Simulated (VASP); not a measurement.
Here is a VASP 6.6.1 calculation.

Contents of INCAR:

```
ALGO = Normal
EDIFF = 1E-6
EDIFFG = -0.001
ENCUT = 600
GGA = PE
IBRION = 2
ISIF = 4
ISMEAR = -1
IVDW = 12
LASPH = True
LCHARG = False
LREAL = False
LWAVE = False
NELM = 80
NSW = 80
PREC = Accurate
SIGMA = 0.15
```

The input KPOINTS:

```
k-points
0
Gamma
  18 18 12
```

POSCAR

```
C
1.0
    2.4482087013      0.0000000000      0.0000000000
   -1.2241043507      2.1202109290      0.0000000000
    0.0000000000      0.0000000000      3.5425809389
C
2
Direct
    0.3333333333      0.6666666667      0.0000000000
    0.6666666667      0.3333333333      0.0000000000
```

Potentials or basis: VASP PAW PBE potentials, release 64 (C).

Command:

```sh
$ cat potpaw_PBE.64/C/POTCAR > POTCAR
$ mpirun -np 1 vasp_std > vasp.out
```

(1) Estimate the dispersion energy per atom.

(2) Predict the band gap on the k mesh.

## Answers

(1) -0.149 eV.

(2) zero (bands 4 and 5 overlap by 1.05 eV).
